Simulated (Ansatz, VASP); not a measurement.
Se in VASP and in Ansatz

```
CELL_PARAMETERS angstrom
4.49719 0.00000 0.00000
-2.24859 3.89468 0.00000
0.00000 0.00000 4.95360
ATOMIC_POSITIONS crystal
Se 0.22540 0.00000 0.33333
Se 0.00000 0.22540 0.66667
Se 0.77460 0.77460 0.00000
```

Change from the starting cell: equal xx and yy strain of +3 %.

Alike in both runs: task single point; functional PBE; k mesh 6 × 6 × 5; occupations fermi-dirac, width 0.03 eV; no spin polarisation.

```csv
,VASP,Ansatz
version,VASP 6.6.1,Ansatz 0.2.0
potentials or method,"VASP PAW PBE potentials, release 64 (Se), cutoff 520 eV","all-electron LAPW, scalar-relativistic"
```

|  | VASP | Ansatz | Ansatz less VASP |
| --- | --- | --- | --- |
| gap on the k mesh at the Fermi level (eV) | 1.30 | 1.31 | +0.006 |
| pressure (GPa) | 0.2 | 0.1 | -0.10 |
| traceless stress, the component that is largest in VASP (GPa) | 0.74 | 0.71 | -0.034 |
| rms of the force components (eV/Å) | 0.073 | 0.091 | +0.0175 |

Atom by atom the forces differ by 0.018 eV/Å (rms over components). Ansatz ran all-electron here, and VASP with PAW potentials.
